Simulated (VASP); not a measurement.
Write the native input for VASP 6.6.1 that does the following.

```yaml
Task: relaxation of cell and atoms
Functional: PBEsol
Potentials_or_basis: VASP PAW PBE potentials, release 64 (Al, Cu)
Cutoff: 600 eV
k_mesh: 10 × 10 × 14
Occupations: gaussian, width 0.1 eV
Spin: no spin polarisation
Dipole_correction: no
Further_INCAR_settings: ALGO = Fast; EDIFF = 1e-06; IBRION = 2; EDIFFG = -0.005; NSW = 100; ISIF = 3
```

The structure of Al2Cu lies in POSCAR:

```
Al2Cu
1.0
    4.1051820000      0.0000000000      0.0000000000
    0.0000000000      4.1051820000      0.0000000000
    0.0000000000      0.0000000000      2.8913130000
Al Cu
2 1
Direct
    0.5000000000      0.0000000000      0.5000000000
    0.0000000000      0.5000000000      0.5000000000
    0.0000000000      0.0000000000      0.0000000000
```

These files were run (other wordings do the same):

INCAR

```
  PREC = Accurate
  ENCUT = 600
  EDIFF = 1E-6
  ISMEAR = 0
  SIGMA = 0.1
  LREAL = F
  LASPH = T
  NELM = 100
  ALGO = Fast
  ISIF = 3
  LWAVE = F
  LCHARG = F
  GGA = PS
  IBRION = 2
  NSW = 100
  EDIFFG = -0.005
```

KPOINTS

```
Automatic mesh
0
Gamma
  10 10 14
```

Potentials or basis: VASP PAW PBE potentials, release 64 (Al, Cu).

Launch:

```sh
$ cat potpaw_PBE.64/Al/POTCAR potpaw_PBE.64/Cu/POTCAR > POTCAR
$ mpirun -np 1 vasp_std > vasp.out
```

Results of the run:

```
Relaxed volume                         : 15.87 Å³/atom
Relaxed cell                           : a = 4.088 Å, b = 4.088 Å, c = 2.849 Å, α = 90.00°, β = 90.00°, γ = 90.00°
Space group after relaxing (to 0.05 Å) : P4/mmm (No. 123)
Energy gained by relaxing              : 2.9 meV/atom
Ionic steps                            : 9
Pressure after relaxing                : 0.0 GPa
```

Caveat: the PAW data sets were made with another functional, which shifts forces and pressure a little.

Run time: 6.5 min on 1 thread of Intel Xeon 6975P-C, with other jobs on the host, peak memory 0.29 GiB.
